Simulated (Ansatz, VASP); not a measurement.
**WC in VASP and in Ansatz**

```xyz
2
Lattice="0.0000 1.9447 1.9447 1.9447 0.0000 1.9447 1.9447 1.9447 0.0000" Properties=species:S:1:pos:R:3 pbc="T T T"
W     0.0000    0.0000    0.0000
C     1.9447    1.9447    1.9447
```

Change from the starting cell: volume scaled by 0.7, to set the pressure.

Alike in both runs: task single point; functional PBE; k mesh 17 × 17 × 17; occupations fermi-dirac, width 0.08 eV; no spin polarisation.

|  | VASP | Ansatz |
| --- | --- | --- |
| version | VASP 6.6.1 | Ansatz 0.2.0 |
| potentials or method | VASP PAW PBE potentials, release 64 (W_sv, C) | PAW with Ansatz's default frozen-core files, scalar-relativistic |
| plane-wave cutoff (eV) | 600 | 420 |
| valence electrons in the cell | 18 | 18 |

Ansatz gave:

```
pressure (GPa) : 277.3
```

Problem. Estimate VASP's values.

Solution. Pressure (GPa): 281.7.

Both programs put the cell under a high pressure, so it lies far from rest at this level.

Neither program's run includes spin-orbit coupling. Noted on VASP's run: the cell as given lies far from equilibrium.
